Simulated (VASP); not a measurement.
Set up this calculation in VASP 6.6.1, as the native input.

| Property | Result |
| --- | --- |
| Task | relaxation of shape and atoms at fixed volume |
| Functional | PBEsol |
| Potentials or basis | VASP PAW PBE potentials, release 64 (Al, N) |
| Cutoff | 600 eV |
| k mesh | 12 × 12 × 8 |
| Occupations | gaussian, width 0.05 eV |
| Spin | no spin polarisation |
| Dipole correction | no |
| Further INCAR settings | ALGO = Normal; EDIFF = 1e-06; IBRION = 2; EDIFFG = -0.02; NSW = 60; ISIF = 4 |

The structure of AlN lies in POSCAR:

```
AlN
1.0
    3.1110016497      0.0000000000      0.0000000000
   -1.5555008249      2.6942064599      0.0000000000
    0.0000000000      0.0000000000      4.9779991970
Al N
2 2
Direct
    0.3333333333      0.6666666667      0.0000000000
    0.6666666667      0.3333333333      0.5000000000
    0.3333333333      0.6666666667      0.3850000000
    0.6666666667      0.3333333333      0.8850000000
```

One way to write it, as run:

INCAR

```
SYSTEM = AlN
  ALGO = Normal
  EDIFF = 1E-6
  EDIFFG = -0.02
  ENCUT = 600
  GGA = PS
  IBRION = 2
  ISIF = 4
  ISMEAR = 0
  LASPH = .True.
  LCHARG = .False.
  LREAL = .False.
  LWAVE = .False.
  NELM = 100
  NSW = 60
  PREC = Accurate
  SIGMA = 0.05
```

KPOINTS

```
k-points
0
Gamma
  12 12 8
  0 0 0
```

Potentials or basis: VASP PAW PBE potentials, release 64 (Al, N).

Launch:

```sh
$ cat potpaw_PBE.64/Al/POTCAR potpaw_PBE.64/N/POTCAR > POTCAR
$ mpirun -np 1 vasp_std > vasp.out
```

Results of the run:

```yaml
Energy_gained_by_relaxing: 0.6 meV/atom
Ionic_steps: 4
Pressure_after_relaxing: 0.4 GPa
Largest_force_after_relaxing: 0.011 eV/Å
Band_gap_on_the_k_mesh: 4.12 eV, direct
```

Caveat: the PAW data sets were made with another functional, which shifts forces and pressure a little.

Wall time 110 s on 1 thread of Intel Xeon 6975P-C (shared host), peak memory 0.21 GiB.
